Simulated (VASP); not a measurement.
**Pt: relaxation of cell and atoms with PBE**

Pt:

```
Pt
1.0
     0.00000    1.98475    1.98475
     1.98475    0.00000    1.98475
     1.98475    1.98475    0.00000
Pt
1
Direct
  0.00000 0.00000 0.00000
```

```yaml
Program: VASP 6.6.1
Task: relaxation of cell and atoms
Functional: PBE
Potentials_or_basis: VASP PAW PBE potentials, release 64 (Pt)
Cutoff: 600 eV
k_mesh: 18 × 18 × 18
Occupations: methfessel-paxton, width 0.05 eV
Spin: no spin polarisation
Dipole_correction: no
Further_INCAR_settings: ALGO = Normal; EDIFF = 1e-06; IBRION = 2; EDIFFG = -0.01; NSW = 80; ISIF = 3
```

```json
{
  "Relaxed volume": "15.61 Å³/atom",
  "Relaxed cell": "a = 2.805 Å, b = 2.805 Å, c = 2.805 Å, α = 60.00°, β = 60.00°, γ = 60.00°",
  "Space group after relaxing (to 0.05 Å)": "Fm-3m (No. 225)",
  "Energy gained by relaxing": "0.0 meV/atom",
  "Ionic steps": "3",
  "Pressure after relaxing": "0.0 GPa",
  "Band gap on the k mesh": "zero (band 5 reaches 11.07 eV, above the bottom of band 6 at 8.97 eV)"
}
```

Final structure:
```yaml
crystal:
  lattice:
    - [0.00000, 1.98372, 1.98372]
    - [1.98372, 0.00000, 1.98372]
    - [1.98372, 1.98372, 0.00000]
  atoms:
    - { symbol: Pt, position: [0.00000, 0.00000, 0.00000] }
```

Levels at points of the mesh, in eV from the Fermi level:
| k point | band 3 | band 4 | band 5 | band 6 | band 7 | band 8 |
| --- | --- | --- | --- | --- | --- | --- |
| (0.00, 0.00, 0.00) | -3.58 | -3.58 | -1.55 | -1.55 | 14.73 | 19.50 |
| (0.50, 0.00, 0.00) | -3.64 | -0.33 | 0.03 | 0.03 | 5.58 | 14.28 |
| (0.50, 0.50, 0.00) | -0.01 | 0.45 | 0.45 | 1.85 | 8.51 | 11.28 |

Wall time 19 s on 1 thread of Intel(R) Xeon(R) 6975P-C (Granite Rapids), on a shared host, peak memory 0.17 GiB.

Caveat: spin-orbit coupling is left out, which moves the levels of the heavy elements.
